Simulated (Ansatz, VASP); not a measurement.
# AlN: VASP beside Ansatz

Contents of INCAR:

```
SYSTEM = AlN
PREC = Accurate
ENCUT = 520
EDIFF = 1E-7
ISMEAR = -1
SIGMA = 0.1
LREAL = .FALSE.
LASPH = .TRUE.
NELM = 80
ALGO = Normal
ISIF = 2
LWAVE = .FALSE.
LCHARG = .FALSE.
GGA = PS
NBANDS = 11
```

File KPOINTS:

```
Automatic mesh
0
G
  17 17 17
  0 0 0
```

File POSCAR:

```
AlN
1.0
    0.0000000000      1.7430335826      1.7430335826
    1.7430335826      0.0000000000      1.7430335826
    1.7430335826      1.7430335826      0.0000000000
Al N
1 1
Direct
    0.0000000000      0.0000000000      0.0000000000
    0.5000000000      0.5000000000      0.5000000000
```

Input for Ansatz:

```yaml
crystal:
  lattice:
    - [0.0, 1.7430335826, 1.7430335826]
    - [1.7430335826, 0.0, 1.7430335826]
    - [1.7430335826, 1.7430335826, 0.0]
  atoms:
    - { symbol: Al, position: [0.0, 0.0, 0.0] }
    - { symbol: "N", position: [0.5, 0.5, 0.5] }
kpoints:
  mp_grid: { grid: [17, 17, 17] }
scf:
  occupations: { method: fermi_dirac, width: 0.1 }
hamiltonian:
  xc: pbesol
  pseudopotentials: { kind: paw }
output:
  forces: true
  stress: true
  eigenvalues: true
  populations: true
```

Change from the starting cell: volume scaled by 0.64, PAW files.

Alike in both runs: task single point; functional PBEsol; k mesh 17 × 17 × 17; occupations fermi-dirac, width 0.1 eV; no spin polarisation.

```csv
,VASP,Ansatz
version,VASP 6.6.1,Ansatz 0.2.0
potentials or method,"VASP PAW PBE potentials, release 64 (Al, N)","PAW with Ansatz's default frozen-core files, scalar-relativistic"
plane-wave cutoff (eV),520,420
valence electrons in the cell,8,8
```

Ansatz gave:

- gap on the k mesh at the Fermi level (eV): 3.89
- pressure (GPa): 276.2

Task: Which values does VASP return?

Result: gap on the k mesh at the Fermi level (eV): 3.85; pressure (GPa): 281.2.

VASP's potentials were made for PBE, not for PBEsol. Both programs put the cell under a high pressure, so it lies far from rest at this level.

Noted on VASP's run: the cell as given lies far from equilibrium.
